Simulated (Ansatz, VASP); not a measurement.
**Two plane-wave programs on WSe2**

```
CELL_PARAMETERS angstrom
3.27025 0.00000 0.00000
-1.63513 2.83212 0.00000
0.00000 0.00000 16.66122
ATOMIC_POSITIONS crystal
W 0.00000 0.00000 0.00525
Se 0.33333 0.66667 0.10040
Se 0.33333 0.66667 0.89960
```

Change from the starting cell: all W atoms moved +0.087 Å, as atom 1 along Cartesian [0 0 1].

Alike in both runs: task single point; functional PBEsol; k mesh 12 × 12 × 2; occupations gaussian, width 0.05 eV; no spin polarisation.

```csv
,VASP,Ansatz
version,VASP 6.6.1,Ansatz 0.2.0
potentials or method,"VASP PAW PBE potentials, release 64 (W_sv, Se), cutoff 520 eV","scalar-relativistic, plane waves, PAW"
valence electrons in the cell,26,46
```

Ansatz gave:

```
gap on the k mesh at the Fermi level (eV) : 1.64
least direct gap on the mesh (eV)         : 1.70
rms of the force components (eV/Å)        : 1.061
```

Task: What did VASP give for the same quantities?

Result: gap on the k mesh at the Fermi level (eV): 1.64; least direct gap on the mesh (eV): 1.69; rms of the force components (eV/Å): 1.071.

VASP's potentials were made for PBE, not for PBEsol. Atom by atom the forces differ by 0.031 eV/Å (rms over components). VASP's potentials hold 26 valence electrons a cell and Ansatz's 46, so a difference there can come from the potentials and not from the codes. Ansatz's warnings: xc potential rough in thin density.

Neither program's run includes spin-orbit coupling.
